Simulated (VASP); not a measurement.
Here is a VASP 6.6.1 calculation.

File INCAR:

```
PREC = Accurate
ENCUT = 520
EDIFF = 1E-8
ISMEAR = -1
SIGMA = 0.03
LREAL = F
LASPH = T
NELM = 80
ALGO = Normal
ISIF = 2
LWAVE = F
LCHARG = F
GGA = PS
LEFG = T
NBANDS = 26
```

File KPOINTS:

```
Automatic mesh
0
Gamma
  8 8 5
```

File POSCAR:

```
ZnS
1.0
    3.8109987816      0.0571649817      0.0571649817
   -1.8559930644      3.2718392677      0.0209238355
    0.0935100000      0.0935100000      6.2340000000
Zn S
2 2
Direct
    0.3333333333      0.6666666667      0.0000000000
    0.6666666667      0.3333333333      0.5000000000
    0.3333333333      0.6666666667      0.3850000000
    0.6666666667      0.3333333333      0.8850000000
```

Potentials or basis: VASP PAW PBE potentials, release 64 (Zn, S).

The run is started by

```console
$ cat potpaw_PBE.64/Zn/POTCAR potpaw_PBE.64/S/POTCAR > POTCAR
$ mpirun -np 1 vasp_std > vasp.out
```

(1) Predict the pressure.

(2) Predict the band gap on the k mesh.

(3) Predict the largest force.

## Answers

(1) -1.0 GPa.

(2) 2.05 eV, direct.

(3) 0.446 eV/Å.

Caveat: the cell differs from its parent crystal (equal xy, yz and zx shear strains of +3 %); without QUAD_EFG the Cq values of the log hold for a quadrupole moment of 1 mb, not for the nuclei; the PAW data sets were made with another functional, which shifts forces and pressure a little.
